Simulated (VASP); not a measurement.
A run of VASP 6.6.1:

Contents of INCAR:

```
SYSTEM = Ni
ALGO = Normal
EDIFF = 1E-6
ENCUT = 520
GGA = PS
ISIF = 2
ISMEAR = -1
ISPIN = 2
LASPH = .True.
LCHARG = .False.
LMAXMIX = 4
LORBIT = 11
LREAL = .False.
LWAVE = .False.
MAGMOM = 1.5
NBANDS = 15
NELM = 150
PREC = Accurate
SIGMA = 0.02
```

KPOINTS

```
k-points
0
Gamma
  11 11 11
  0 0 0
```

The input POSCAR:

```
Ni
1.0
    0.0000000000      1.7302531144      1.7302531144
    1.7302531144      0.0000000000      1.7302531144
    1.7302531144      1.7302531144      0.0000000000
Ni
1
Direct
    0.0000000000      0.0000000000      0.0000000000
```

Potentials or basis: VASP PAW PBE potentials, release 64 (Ni).

Command:

```sh
$ cat potpaw_PBE.64/Ni/POTCAR > POTCAR
$ mpirun -np 1 vasp_std > vasp.out
```

Hardware: 1 thread of Intel Xeon 8259CL (shared host).

Task: Estimate the wall time of this run.

Result: Wall time 31 s on 1 thread of Intel Xeon 8259CL, with other jobs on the host, peak memory 0.13 GiB. Counts: scf iterations 12, k points 56.
